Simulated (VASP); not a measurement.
Here is a VASP 6.6.1 calculation.

File POSCAR:

```
BaHf2Ag2
1.0
   -0.0145171000      4.6501208100     -0.0324203000
    4.6527960300     -0.0145171000     -0.0285363900
    2.3528077700      2.3560514900     -5.3640822000
Ba Ag Hf
1 2 2
Direct
    0.0103120000      0.0229850000      0.9899760000
    0.7276090000      0.2497280000      0.5191560000
    0.2686970000      0.7559470000      0.4752860000
    0.3389610000      0.3782040000      0.2519320000
    0.6276870000      0.6212630000      0.7397540000
```

Contents of INCAR.step1:

```
SYSTEM = BaHf2Ag2
ALGO = Normal ; EDIFF = 1E-4
ENCUT = 520 ; GGA = PE
ISMEAR = -1 ; LASPH = .TRUE.
LCHARG = .FALSE. ; LREAL = .FALSE.
LWAVE = .TRUE. ; NBANDS = 34
NELM = 100 ; PREC = Accurate
SIGMA = 0.0218
```

INCAR.step2

```
SYSTEM = BaHf2Ag2
ALGO = Normal ; EDIFF = 1E-6
ENCUT = 520 ; ISIF = 2
ISMEAR = -1 ; ISTART = 1
LASPH = .TRUE. ; LCHARG = .FALSE.
LMIXTAU = .TRUE. ; LREAL = .FALSE.
LWAVE = .FALSE. ; METAGGA = R2SCAN
NBANDS = 34 ; NELM = 100
PREC = Accurate ; SIGMA = 0.0218
```

KPOINTS

```
Automatic mesh
0
Gamma
  4 4 4
  0.5 0 0.5
```

Potentials or basis: VASP PAW PBE potentials, release 64 (Ba_sv, Ag, Hf_pv).

The run is started by

```console
$ cat potpaw_PBE.64/Ba_sv/POTCAR potpaw_PBE.64/Ag/POTCAR potpaw_PBE.64/Hf_pv/POTCAR > POTCAR
$ cp INCAR.step1 INCAR
$ mpirun -np 1 vasp_std > vasp.out
$ cp INCAR.step2 INCAR
$ mpirun -np 1 vasp_std > vasp.out
```

Question: Estimate the band gap on the k mesh.

Answer: Zero (bands 26 and 27 overlap by 0.17 eV).

Question: Estimate the pressure.

Answer: 15.6 GPa.

Question: Predict the largest force.

Answer: 1.261 eV/Å.

Stress tensor (GPa, compression positive):
```
17.01  0.08 -1.77
 0.08 13.36  1.10
-1.77  1.10 16.47
```

Caveat: the k points lie up to 0.37 Å⁻¹ apart; the PAW data sets were made with another functional, which shifts forces and pressure a little; spin-orbit coupling is left out, which moves the levels of the heavy elements.
